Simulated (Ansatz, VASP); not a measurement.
**Two plane-wave programs on Ta**

```
CELL_PARAMETERS angstrom
-1.75036 1.75036 1.65128
1.75036 -1.75036 1.65128
1.75036 1.75036 -1.65128
ATOMIC_POSITIONS crystal
Ta 0.00000 0.00000 0.00000
```

Change from the starting cell: strain +0.0600 x Voigt [1, 1, 0, 0, 0, 0], atoms carried along.

Alike in both runs: task single point; functional PBE; k mesh 20 × 20 × 20; occupations gaussian, width 0.15 eV; no spin polarisation.

|  | VASP | Ansatz |
| --- | --- | --- |
| version | VASP 6.6.1 | Ansatz 0.2.0 |
| potentials or method | VASP PAW PBE potentials, release 64 (Ta_pv), cutoff 520 eV | scalar-relativistic, plane waves, PAW |
| valence electrons in the cell | 11 | 13 |

```tsv
	VASP	Ansatz	Ansatz less VASP
gap on the k mesh at the Fermi level (eV)	none	none	-
pressure (GPa)	-16.0	-16.0	+0.02
traceless stress, the component that is largest in VASP (GPa)	2.46	2.46	+0.007
```

A gap of «none» marks a metal or a gap that the smearing closes. The functional is the same, so the differences come from potentials, cutoffs and numerics. VASP's potentials hold 11 valence electrons a cell and Ansatz's 13, so a difference there can come from the potentials and not from the codes.

Spin-orbit coupling is off throughout.
